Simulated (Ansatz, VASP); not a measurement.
**AgCl in VASP and in Ansatz**

Contents of INCAR:

```
ALGO     = Normal         # electronic algorithm
EDIFF    = 1E-6           # SCF threshold, eV
ENCUT    = 500            # plane-wave cutoff, eV
GGA      = PE             # functional
GGA_COMPAT= False        
ISIF     = 2              # what is computed and relaxed
ISMEAR   = 0              # smearing method
LASPH    = True           # aspherical terms in the spheres
LCHARG   = False          # write CHGCAR
LREAL    = False          # projectors in reciprocal space
LWAVE    = False          # write WAVECAR
NBANDS   = 16             # bands
NELM     = 120            # most SCF steps
PREC     = Accurate       # precision mode
SIGMA    = 0.01           # smearing width, eV
```

KPOINTS

```
k-points
0
Gamma
  8 8 8
```

File POSCAR:

```
AgCl
1.0
    3.4339730000      0.0000000000      0.0000000000
    0.0000000000      3.4339730000      0.0000000000
    0.0000000000      0.0000000000      3.4339730000
Ag Cl
1 1
Direct
    0.0000000000      0.0000000000      0.0000000000
    0.5000000000      0.5000000000      0.5000000000
```

Input for Ansatz:

```yaml
crystal:
  lattice:
    - [3.433973, 0.0, 0.0]
    - [0.0, 3.433973, 0.0]
    - [0.0, 0.0, 3.433973]
  atoms:
    - { symbol: Ag, position: [0.0, 0.0, 0.0] }
    - { symbol: Cl, position: [0.5, 0.5, 0.5] }
basis:
  ecutwfc: 610
kpoints:
  mp_grid: { grid: [8, 8, 8] }
hamiltonian:
  xc: pbe
scf:
  occupations: { method: fixed }
  max_iter: 300
output:
  forces: true
  stress: true
  eigenvalues: true
accuracy: high
```

Alike in both runs: task single point; functional PBE; k mesh 8 × 8 × 8; no spin polarisation.

|  | VASP | Ansatz |
| --- | --- | --- |
| version | VASP 6.6.1 | Ansatz 0.2.0 |
| potentials or method | VASP PAW PBE potentials, release 64 (Ag, Cl), cutoff 500 eV | scalar-relativistic, plane waves, PAW |
| occupations | gaussian, width 0.01 eV | fixed |
| valence electrons in the cell | 18 | 26 |

VASP gave:

| Property | Result |
| --- | --- |
| gap on the k mesh at the Fermi level (eV) | 0.57 |
| least direct gap on the mesh (eV) | 2.08 |
| pressure (GPa) | -0.2 |

Question: Estimate Ansatz's values.

Answer: gap on the k mesh at the Fermi level (eV): 0.57; least direct gap on the mesh (eV): 2.08; pressure (GPa): -0.1.

VASP's potentials hold 18 valence electrons a cell and Ansatz's 26, so a difference there can come from the potentials and not from the codes.
